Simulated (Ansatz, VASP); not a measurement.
# Two plane-wave programs on SiNi2

INCAR

```
SYSTEM = SiNi2
PREC = Accurate
ENCUT = 520
EDIFF = 1E-6
ISMEAR = 0
SIGMA = 0.1
LREAL = .False.
LASPH = .True.
NELM = 100
ALGO = Fast
ISIF = 2
LWAVE = .False.
LCHARG = .True.
GGA = PS
LELF = .True.
LVHAR = .True.
NBANDS = 33
```

The input KPOINTS:

```
regular mesh
0
Gamma
  12 12 8
  0 0 0
```

POSCAR

```
SiNi2
1.0
    3.8684636107      0.0000000000      0.0000000000
   -1.9342318054      3.3501877605      0.0000000000
    0.0000000000      0.0000000000      4.9169851898
Si Ni
2 4
Direct
    0.3333333333      0.6666666667      0.7500000000
    0.6666666667      0.3333333333      0.2500000000
    0.0000000000      0.0000000000      0.0000000000
    0.0000000000      0.0000000000      0.5000000000
    0.3333333333      0.6666666667      0.2500000000
    0.6666666667      0.3333333333      0.7500000000
```

Input for Ansatz:

```yaml
crystal:
  lattice:
    - [3.8684636107, 0.0, 0.0]
    - [-1.9342318054, 3.3501877605, 0.0]
    - [0.0, 0.0, 4.9169851898]
  atoms:
    - { symbol: Si, position: [0.3333333333, 0.6666666667, 0.75] }
    - { symbol: Si, position: [0.6666666667, 0.3333333333, 0.25] }
    - { symbol: Ni, position: [0.0, 0.0, 0.0] }
    - { symbol: Ni, position: [0.0, 0.0, 0.5] }
    - { symbol: Ni, position: [0.3333333333, 0.6666666667, 0.25] }
    - { symbol: Ni, position: [0.6666666667, 0.3333333333, 0.75] }
basis:
  ecutwfc: 420
kpoints:
  mp_grid: { grid: [12, 12, 8] }
  band_path:
    path:
      - [[0.0, 0.0, 0.0], [0.5, 0.0, 0.0], [0.33333333, 0.33333333, 0.0], [0.0, 0.0, 0.0], [0.0, 0.0, 0.5], [0.5, 0.0, 0.5], [0.33333333, 0.33333333, 0.5], [0.0, 0.0, 0.5]]
      - [[0.5, 0.0, 0.5], [0.5, 0.0, 0.0]]
      - [[0.33333333, 0.33333333, 0.5], [0.33333333, 0.33333333, 0.0]]
    npoints: 14
hamiltonian:
  xc: pbesol
scf:
  occupations: { method: gaussian, width: 0.1 }
  n_extra_bands: 15
output:
  forces: true
  stress: true
  eigenvalues: true
  populations: true
  dos: { projected: true, de: 0.02, nscf_kmesh: { grid: [18, 18, 12] } }
  bader: true
```

Alike in both runs: task single point; functional PBEsol; k mesh 12 × 12 × 8; occupations gaussian, width 0.1 eV; no spin polarisation.

```csv
,VASP,Ansatz
version,VASP 6.6.1,Ansatz 0.2.0
potentials or method,"VASP PAW PBE potentials, release 64 (Si, Ni), cutoff 520 eV","scalar-relativistic, plane waves, PAW"
valence electrons in the cell,48,80
```

|  | VASP | Ansatz | Ansatz less VASP |
| --- | --- | --- | --- |
| gap on the k mesh at the Fermi level (eV) | none | none | - |
| pressure (GPa) | 0.3 | 0.0 | -0.31 |
| traceless stress, the component that is largest in VASP (GPa) | -0.17 | -0.01 | +0.156 |

VASP's potentials were made for PBE, not for PBEsol. A gap of «none» marks a metal or a gap that the smearing closes. With one functional, cell and mesh, what is left measures potentials, basis and numerics. VASP's potentials hold 48 valence electrons a cell and Ansatz's 80, so a difference there can come from the potentials and not from the codes.
